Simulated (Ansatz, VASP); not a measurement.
# Sn: VASP beside Ansatz

INCAR

```
SYSTEM = Sn
PREC = Accurate ; ENCUT = 520
EDIFF = 1E-6 ; ISMEAR = 0
SIGMA = 0.15 ; LREAL = .False.
LASPH = .True. ; NELM = 80
ALGO = Fast ; ISIF = 2
LWAVE = .False. ; LCHARG = .False.
GGA = PS ; NBANDS = 21
```

KPOINTS

```
Automatic mesh
0
Gamma
  14 14 14
  0 0 0
```

The input POSCAR:

```
Sn
1.0
    0.0000000000      2.8916464441      4.0887880720
    2.8916464441      0.0000000000      4.0887880720
    2.8916464441      2.8916464441      0.0000000000
Sn
2
Direct
    0.5000000000      0.5000000000      0.5000000000
    0.7500000000      0.7500000000      0.7500000000
```

Input for Ansatz:

```yaml
crystal:
  lattice:
    - [0.0, 2.8916464441, 4.088788072]
    - [2.8916464441, 0.0, 4.088788072]
    - [2.8916464441, 2.8916464441, 0.0]
  atoms:
    - { symbol: Sn, position: [0.5, 0.5, 0.5] }
    - { symbol: Sn, position: [0.75, 0.75, 0.75] }
basis:
  ecutwfc: 420
kpoints:
  mp_grid: { grid: [14, 14, 14] }
hamiltonian:
  xc: pbesol
scf:
  occupations: { method: gaussian, width: 0.15 }
output:
  forces: true
  stress: true
  eigenvalues: true
```

Alike in both runs: task single point; functional PBEsol; k mesh 14 × 14 × 14; occupations gaussian, width 0.15 eV; no spin polarisation.

```csv
,VASP,Ansatz
version,VASP 6.6.1,Ansatz 0.2.0
potentials or method,"VASP PAW PBE potentials, release 64 (Sn_d), cutoff 520 eV","scalar-relativistic, plane waves, PAW"
valence electrons in the cell,28,28
```

VASP gave:

```
gap on the k mesh at the Fermi level (eV)                     : none
pressure (GPa)                                                : 0.2
traceless stress, the component that is largest in VASP (GPa) : -4.03
```

What did Ansatz give for the same quantities?

gap on the k mesh at the Fermi level (eV): none; pressure (GPa): 0.3; traceless stress, the component that is largest in VASP (GPa): -4.03.

VASP's potentials were made for PBE, not for PBEsol. A gap of «none» marks a metal or a gap that the smearing closes.
